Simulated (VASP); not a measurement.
# Bi (Fm-3m) in VASP: notebook

Bi is run at these levels: PBE; tasks: single point, relaxation of cell and atoms.

Everything below comes from runs of VASP 6.6.1. Logs are shortened: lines on timing, memory, paths and dates and some standing lists are left out, and cuts for length are marked.

### 1 The cell of the first run

Symmetry: Fm-3m, No. 225, cubic system. The conventional cell has a = 5.225 Å, b = 5.225 Å, c = 5.225 Å, α = 90.00°, β = 90.00°, γ = 90.00°. Within 4.9 Å of Bi (site symmetry m-3m) lie 12 Bi at 3.69 Å.

### 2 Single point, PBE (volume scaled by 1.12)

Contents of INCAR:

```
PREC = Accurate
ENCUT = 520
EDIFF = 1E-6
ISMEAR = -1
SIGMA = 0.1
LREAL = F
LASPH = T
NELM = 80
ALGO = Normal
ISIF = 2
LWAVE = F
LCHARG = F
GGA = PE
NBANDS = 14
```

Contents of KPOINTS:

```
regular mesh
0
Gamma
  12 12 12
```

Contents of POSCAR:

```
Bi
1.0
    0.0000000000      2.6127358395      2.6127358395
    2.6127358395      0.0000000000      2.6127358395
    2.6127358395      2.6127358395      0.0000000000
Bi
1
Direct
    0.0000000000      0.0000000000      0.0000000000
```

Potentials or basis: VASP PAW PBE potentials, release 64 (Bi_d).

Command:

```sh
cat potpaw_PBE.64/Bi_d/POTCAR > POTCAR
mpirun -np 1 vasp_std > vasp.out
```

OUTCAR:

```text
PREC = Accurate
   ENCUT = 520
   EDIFF = 1E-6
   ISMEAR = -1
   LREAL = F
   LASPH = T
   NELM = 80
   ISIF = 2
   GGA = PE

 ion  position               nearest neighbor table
   1  0.000  0.000  0.000-

  LATTYP: Found a face centered cubic cell.
 ALAT       =     5.2254716790

  Lattice vectors:

 A1 = (   0.0000000000,   2.6127358395,   2.6127358395)
 A2 = (   2.6127358395,   0.0000000000,   2.6127358395)
 A3 = (   2.6127358395,   2.6127358395,   0.0000000000)

Analysis of symmetry for initial positions (statically):
=====================================================================
 Subroutine PRICEL returns:
 Original cell was already a primitive cell.

 Routine SETGRP: Setting up the symmetry group for a
 face centered cubic supercell.

 Subroutine GETGRP returns: Found 48 space group operations
 (whereof 48 operations were pure point group operations)
 out of a pool of 48 trial point group operations.

The static configuration has the point symmetry O_h .

Analysis of symmetry for dynamics (positions and initial velocities):
=====================================================================
 Subroutine PRICEL returns:
 Original cell was already a primitive cell.

 Routine SETGRP: Setting up the symmetry group for a
 face centered cubic supercell.

 Subroutine GETGRP returns: Found 48 space group operations
 (whereof 48 operations were pure point group operations)
 out of a pool of 48 trial point group operations.

The dynamic configuration has the point symmetry O_h .

 Subroutine INISYM returns: Found 48 space group operations
 (whereof 48 operations are pure point group operations),
 and found     1 'primitive' translations

----------------------------------------------------------------------------------------

                                     Primitive cell

  volume of cell :      35.6711

  direct lattice vectors                    reciprocal lattice vectors
     0.000000000  2.612735839  2.612735839    -0.191370284  0.191370284  0.191370284
     2.612735839  0.000000000  2.612735839     0.191370284 -0.191370284  0.191370284
     2.612735839  2.612735839  0.000000000     0.191370284  0.191370284 -0.191370284

  length of vectors
     3.694966459  3.694966459  3.694966459     0.331463055  0.331463055  0.331463055

  position of ions in fractional coordinates (direct lattice)
     0.000000000  0.000000000  0.000000000

  ion indices of the primitive-cell ions
   primitive index   ion index
                 1           1

----------------------------------------------------------------------------------------

 KPOINTS: regular mesh

Automatic generation of k-mesh.
 Grid dimensions read from file:
 generate k-points for:   12   12   12

 Generating k-lattice:

  Cartesian coordinates                     Fractional coordinates (reciprocal lattice)
    -0.015947524  0.015947524  0.015947524     0.083333333  0.000000000  0.000000000
     0.015947524 -0.015947524  0.015947524     0.000000000  0.083333333  0.000000000
     0.015947524  0.015947524 -0.015947524     0.000000000  0.000000000  0.083333333

  Length of vectors
     0.027621921  0.027621921  0.027621921

  Shift w.r.t. Gamma in fractional coordinates (k-lattice)
     0.000000000  0.000000000  0.000000000

 Subroutine IBZKPT returns following result:
 ===========================================

 Found     72 irreducible k-points:

 Following reciprocal coordinates:
            Coordinates               Weight
  0.000000  0.000000  0.000000      1.000000
  0.083333  0.000000  0.000000      8.000000
  0.166667  0.000000  0.000000      8.000000
  0.250000  0.000000  0.000000      8.000000
  0.333333  0.000000  0.000000      8.000000
  0.416667  0.000000  0.000000      8.000000
[... 16 lines left out ...]
  0.500000  0.166667  0.000000     24.000000
 -0.416667  0.166667  0.000000     24.000000
 [... further k-points ...]
   k-points           NKPTS =     72   k-points in BZ     NKDIM =     72   number of bands    NBANDS=     14
   number of dos      NEDOS =    301   number of ions     NIONS =      1
   total plane-waves  NPLWV =  21952
   dimension x,y,z NGX =    28 NGY =   28 NGZ =   28
   dimension x,y,z NGXF=    56 NGYF=   56 NGZF=   56
   ions per type =               1
   NGX,Y,Z   is equivalent  to a cutoff of  12.60, 12.60, 12.60 a.u.
   NGXF,Y,Z  is equivalent  to a cutoff of  25.20, 25.20, 25.20 a.u.
 SYSTEM =  unknown system
   PREC   = accura    normal or accurate (medium, high low for compatibility)
   ISTART =      0    job   : 0-new  1-cont  2-samecut
   ICHARG =      2    charge: 1-file 2-atom 10-const
   ISPIN  =      1    spin polarized calculation?
   LNONCOLLINEAR =      F non collinear calculations
   LSORBIT =      F    spin-orbit coupling
   LASPH  =      T    aspherical Exc in radial PAW
   ENCUT  =  520.0 eV  38.22 Ry    6.18 a.u.   6.87  6.87  6.87*2*pi/ulx,y,z
   NELM   =     80;   NELMIN=  2; NELMDL= -5     # of ELM steps
   EDIFF  = 0.1E-05   stopping-criterion for ELM
   LREAL  =      F    real-space projection
   EDIFFG = 0.1E-04   stopping-criterion for IOM
   NSW    =      0    number of steps for IOM
   IBRION =     -1    ionic relax: 0-MD 1-quasi-New 2-CG
   NFREE  =      0    steps in history (QN), initial steepest desc. (CG)
   ISIF   =      2    stress and relaxation
   ISYM   =      2    0-nonsym 1-usesym 2-fastsym
   POTIM  = 0.5000    time-step for ionic-motion
   TEBEG  =    0.0;   TEEND  =   0.0 temperature during run
   PSTRESS=    0.0 pullay stress
   NELECT =      15.0000    total number of electrons
   NUPDOWN=      -1.0000    fix difference up-down
   EMIN   =  10.00;   EMAX   =-10.00  energy-range for DOS
   EFERMI =   0.00;   METHOD = LEGACY
   ISMEAR =    -1;   SIGMA  =   0.10  broadening in eV -4-tet -1-fermi 0-gaus
   EFERMI_NEDOS =   21; number of points for ismear=-14 and -15
   IALGO  =     38    algorithm
   IMIX   =      4    mixing-type and parameters
     AMIX     =   0.40;   BMIX     =  1.00
     AMIX_MAG =   1.60;   BMIX_MAG =  1.00
  volume/ion in A,a.u.               =      35.67       240.72
  Fermi-wavevector in a.u.,A,eV,Ry     =   1.226497  2.317743 20.467168  1.504294
  Thomas-Fermi vector in A             =   2.361495
   LORBIT       =      0    0 simple, 1 ext, 2 COOP (PROOUT), +10 PAW based schemes
   GGA     = PE    functional components
   LHFCALC =     F    Hartree Fock is set to
   AEXX    =    0.0000 exact exchange contribution
   IVDW    =     0    specifies the selected vdW correction
   LEPSILON=     F    determine dielectric tensor
   LRPA    =     F    only Hartree local field effects (RPA)
 non-spin polarized calculation
  energy-cutoff  :      520.00
  volume of cell :       35.67
 maximum number of plane-waves:       982
   NGX = 13   NGY = 13   NGZ = 13

 number of electron      15.0000006 magnetization

 Free energy of the ion-electron system (eV)
  ---------------------------------------------------
  ext. energy  EPLUGINS =         0.00000000
  ---------------------------------------------------
  free energy    TOTEN  =        -3.65540058 eV

  energy without entropy =       -3.62788382  energy(sigma->0) =       -3.64164220

 E-fermi :   6.4381     XC(G=0):  -9.6613

 val. band max:        6.3926588821   @ k =   0.2500   0.1667   0.0000
 cond. band min:       6.5105618431   @ k =  -0.1667   0.2500   0.0833
 fundamental gap:      0.1179029610
 Fermi energy:         6.4380685992

 k-point     1 :       0.0000    0.0000    0.0000
  band No.  band energies     occupation
      1     -16.6349      2.00000
      2     -16.6349      2.00000
      3     -16.6349      2.00000
      4     -16.5932      2.00000
      5     -16.5932      2.00000
      6      -6.3519      2.00000
      7      10.4811      0.00000
      8      10.4811      0.00000
      9      10.4811      0.00000
     10      13.7613      0.00000
     11      15.5113      0.00000
     12      16.5418      0.00000
     13      16.5418      0.00000
     14      16.5418      0.00000

 k-point     2 :       0.0833    0.0000    0.0000
  band No.  band energies     occupation
      1     -16.6342      2.00000
      2     -16.6317      2.00000
      3     -16.6317      2.00000
      4     -16.5931      2.00000
      5     -16.5931      2.00000
      6      -6.2523      2.00000
      7       9.3109      0.00000
      8      10.3694      0.00000
      9      10.3694      0.00000
     10      14.3002      0.00000
     11      15.1615      0.00000
     12      16.7478      0.00000
     13      16.7478      0.00000
     14      17.8635      0.00000

 k-point     3 :       0.1667    0.0000    0.0000
  band No.  band energies     occupation
      1     -16.6323      2.00000
      2     -16.6253      2.00000
      3     -16.6253      2.00000
      4     -16.5900      2.00000
      5     -16.5900      2.00000
      6      -5.9597      2.00000
      7       7.2946      0.00038
      8      10.0918      0.00000
      9      10.0918      0.00000
     10      13.8232      0.00000
     11      16.4622      0.00000
     12      17.0526      0.00000
     13      17.0526      0.00000
     14      17.5735      0.00000

 k-point     4 :       0.2500    0.0000    0.0000
  band No.  band energies     occupation
      1     -16.6299      2.00000
      2     -16.6235      2.00000
      3     -16.6235      2.00000
      4     -16.5790      2.00000
      5     -16.5790      2.00000
      6      -5.4977      2.00000
      7       5.3077      1.99998
      8       9.7603      0.00000
      9       9.7603      0.00000
     10      13.3774      0.00000
     11      16.5489      0.00000
     12      16.6363      0.00000
     13      16.6363      0.00000
     14      18.1168      0.00000

 k-point     5 :       0.3333    0.0000    0.0000
  band No.  band energies     occupation
      1     -16.6278      2.00000
      2     -16.6262      2.00000
      3     -16.6262      2.00000
      4     -16.5633      2.00000
      5     -16.5633      2.00000
      6      -4.9270      2.00000
      7       3.5928      2.00000
      8       9.4675      0.00000
      9       9.4675      0.00000
     10      13.1195      0.00000
     11      15.7431      0.00000
[... 276 lines left out ...]
 k-point    22 :       0.4167    0.1667    0.0000
  band No.  band energies     occupation
      1     -16.6412      2.00000
      2     -16.6163      2.00000
      3     -16.6057      2.00000
      4     -16.5730      2.00000
      5     -16.5480      2.00000
      6      -4.4452      2.00000
      7       3.3880      2.00000
      8       7.5181      0.00004
      9       8.2692      0.00000
     10      12.7162      0.00000
     11      15.6979      0.00000
     12      17.1456      0.00000
     13      17.7319      0.00000
     14      19.1489      0.00000

 k-point    23 :       0.5000    0.1667    0.0000
  band No.  band energies     occupation
      1     -16.6384      2.00000
      2     -16.6127      2.00000
      3     -16.6092      2.00000
      4     -16.5653      2.00000
      5     -16.5447      2.00000
      6      -4.0121      2.00000
      7       2.4845      2.00000
      8       7.0114      0.00645
      9       8.3682      0.00000
     10      12.6873      0.00000
     11      15.7755      0.00000
     12      17.1882      0.00000
     13      18.4076      0.00000
     14      19.1413      0.00000

 k-point    24 :      -0.4167    0.1667    0.0000
  band No.  band energies     occupation
      1     -16.6351      2.00000
      2     -16.6113      2.00000
      3     -16.6109      2.00000
      4     -16.5596      2.00000
      5     -16.5513      2.00000
      6      -3.9429      2.00000
      7       2.3596      2.00000
      8       6.6848      0.15638
      9       8.6613      0.00000
     10      12.9109      0.00000
     11      15.5570      0.00000
     12      16.8252      0.00000
     13      19.3434      0.00000
     14      20.3027      0.00000

 [... further k-points ...]
[... 5 lines left out ...]
  --------------------------------------------------------------------------------------
  -------------------------------------------------------------------------------------
  Total       -1.0272614     -1.0272614     -1.0272614     -0.0000000      0.0000000      0.0000000
  in kB      -46.1397314    -46.1397314    -46.1397314     -0.0000000      0.0000000      0.0000000
  external PRESSURE =     -46.1397314 kB  Pullay stress =       0.0000000 kB

 VOLUME and BASIS-vectors are now :
 -----------------------------------------------------------------------------
  energy-cutoff  :      520.00
  volume of cell :       35.67
      direct lattice vectors                 reciprocal lattice vectors
     0.000000000  2.612735839  2.612735839    -0.191370284  0.191370284  0.191370284
     2.612735839  0.000000000  2.612735839     0.191370284 -0.191370284  0.191370284
     2.612735839  2.612735839  0.000000000     0.191370284  0.191370284 -0.191370284

 POSITION                                       TOTAL-FORCE (eV/Angst)
 -----------------------------------------------------------------------------------
      0.00000      0.00000      0.00000        -0.000000      0.000000     -0.000000
 -----------------------------------------------------------------------------------
    total drift:                               -0.000000     -0.000000     -0.000000

  FREE ENERGIE OF THE ION-ELECTRON SYSTEM (eV)
  ---------------------------------------------------
  free  energy   TOTEN  =        -3.6554005760 eV

  energy  without entropy=       -3.6278838182  energy(sigma->0) =       -3.64164220
```

It took 19 s on 1 thread of Intel Xeon Platinum 8488C (Sapphire Rapids), shared host; peak memory 0.16 GiB.

What came out:

* Free energy: -3.6554 eV
* Pressure: -4.6 GPa

Caveat: the cell differs from its parent crystal (volume scaled by 1.12); spin-orbit coupling is left out, which moves the levels of the heavy elements.

### 3 Relaxation of cell and atoms, PBE

This run uses another cell than the first one, of 31.85 Å³/atom, 0.893 times its volume.

Contents of INCAR:

```
ALGO = Normal
EDIFF = 1E-6
EDIFFG = -0.01
ENCUT = 600
GGA = PE
IBRION = 2
ISIF = 3
ISMEAR = -1
LASPH = T
LCHARG = F
LREAL = F
LWAVE = F
NELM = 60
NSW = 80
PREC = Accurate
SIGMA = 0.1
```

Contents of KPOINTS:

```
k-points
0
Gamma
  11 11 11
```

Contents of POSCAR:

```
Bi
1.0
    0.0000000000      2.5158775227      2.5158775227
    2.5158775227      0.0000000000      2.5158775227
    2.5158775227      2.5158775227      0.0000000000
Bi
1
Direct
    0.0000000000      0.0000000000      0.0000000000
```

Potentials or basis: VASP PAW PBE potentials, release 64 (Bi_d).

Command:

```sh
cat potpaw_PBE.64/Bi_d/POTCAR > POTCAR
mpirun -np 1 vasp_std > vasp.out
```

Run time: 75 s. Hardware: 1 thread of Intel Xeon Platinum 8488C (Sapphire Rapids), shared host; peak memory 0.17 GiB.

Results (log left out):

```
Free energy                            : -3.7095 eV
Relaxed volume                         : 31.87 Å³/atom
Relaxed cell                           : a = 3.559 Å, b = 3.559 Å, c = 3.559 Å, α = 60.00°, β = 60.00°, γ = 60.00°
Space group after relaxing (to 0.05 Å) : Fm-3m (No. 225)
Energy gained by relaxing              : 0.0 meV/atom
Ionic steps                            : 12
Pressure after relaxing                : 0.0 GPa
```

Final structure:
```
Bi
1.0
     0.00000    2.51638    2.51638
     2.51638    0.00000    2.51638
     2.51638    2.51638    0.00000
Bi
1
Direct
  0.00000 0.00000 0.00000
```

Levels at points of the mesh, in eV from the Fermi level:
| k point | band 4 | band 5 | band 6 | band 7 | band 8 | band 9 | band 10 | band 11 |
| --- | --- | --- | --- | --- | --- | --- | --- | --- |
| (0.00, 0.00, 0.00) | -23.03 | -23.03 | -13.46 | 4.77 | 4.77 | 4.77 | 8.56 | 9.06 |

Caveat: spin-orbit coupling is left out, which moves the levels of the heavy elements.

### 4 Single point, PBE

This run uses another cell than the first one, of 31.85 Å³/atom, 0.893 times its volume.

Contents of INCAR:

```
SYSTEM = Bi
  PREC = Accurate
  ENCUT = 520
  EDIFF = 1E-6
  ISMEAR = -1
  SIGMA = 0.1
  LREAL = .False.
  LASPH = .True.
  NELM = 100
  ALGO = Normal
  ISIF = 2
  LWAVE = .False.
  LCHARG = .False.
  GGA = PE
  NBANDS = 14
```

Contents of KPOINTS:

```
Automatic mesh
0
Gamma
  18 18 18
  0 0 0
```

POSCAR is that of step 3.

Command:

```sh
cat potpaw_PBE.64/Bi_d/POTCAR > POTCAR
mpirun -np 1 vasp_std > vasp.out
```

It took 48 s on 1 thread of Intel Xeon Platinum 8488C (Sapphire Rapids), shared host; peak memory 0.21 GiB.

It converged, with:

- Free energy: -3.7145 eV
- Pressure: -0.2 GPa

Levels at points of the mesh, in eV from the Fermi level:
| k point | band 5 | band 6 | band 7 | band 8 | band 9 | band 10 |
| --- | --- | --- | --- | --- | --- | --- |
| (0.00, 0.00, 0.00) | -23.05 | -13.48 | 4.76 | 4.76 | 4.76 | 8.55 |
| (0.50, 0.00, 0.00) | -22.98 | -10.74 | -5.19 | 3.23 | 3.23 | 7.18 |
| (0.50, 0.50, 0.00) | -22.97 | -9.69 | -4.40 | 0.33 | 0.33 | 4.00 |

Caveat: spin-orbit coupling is left out, which moves the levels of the heavy elements.

### 5 Single point, PBE, non-collinear spin, zero start, spin-orbit coupling

This run uses another cell than the first one, of 31.85 Å³/atom, 0.893 times its volume.

Contents of INCAR:

```
SYSTEM = Bi
PREC = Accurate
ENCUT = 520
EDIFF = 1E-6
ISMEAR = -1
SIGMA = 0.1
LREAL = .FALSE.
LASPH = .TRUE.
NELM = 150
ALGO = Normal
ISIF = 2
LWAVE = .FALSE.
LCHARG = .FALSE.
MAGMOM = 0 0 0
LORBIT = 11
LSORBIT = .TRUE.
GGA_COMPAT = .FALSE.
LORBMOM = .TRUE.
GGA = PE
NBANDS = 26
```

Contents of KPOINTS:

```
Automatic mesh
0
G
  11 11 11
  0 0 0
```

POSCAR is that of step 4.

Command:

```sh
cat potpaw_PBE.64/Bi_d/POTCAR > POTCAR
mpirun -np 1 vasp_ncl > vasp.out
```

It took 75 s on 1 thread of Intel Xeon Platinum 8488C (Sapphire Rapids), shared host; peak memory 0.27 GiB.

It converged, with:

| Quantity | Value |
| --- | --- |
| Free energy | -4.5661 eV |
| Pressure | 1.3 GPa |
| Net moment | 0.00 μB per cell |
| Valence electrons inside the program's atomic spheres | Bi 12.73 |

Moments on the atoms (μB; x, y, z):
```
Bi  0.00 0.00 0.00
```

### 6 The runs side by side

```tsv
task	spin	cell	k mesh	cutoff (eV)	gap on the mesh (eV)	pressure (GPa)
single point	off	a = 3.695 Å, angles 60.0°, 1 atom	12 × 12 × 12	520	none	-4.6
relaxation of cell and atoms	off	relaxed from a = 3.558 Å, angles 60.0°, 1 atom	11 × 11 × 11	600	none	0.0
single point	off	a = 3.558 Å, angles 60.0°, 1 atom	18 × 18 × 18	520	none	-0.2
single point	non-collinear, zero start, SOC	a = 3.558 Å, angles 60.0°, 1 atom	11 × 11 × 11	520	-	1.3
```

Alike in all rows: level PBE; potentials or basis VASP PAW PBE potentials, release 64 (Bi_d); smearing fermi-dirac 0.1 eV.

Caveats: spin-orbit coupling is left out, which moves the levels of the heavy elements (some runs).

Absolute energies hang on the potentials; compare differences alone.
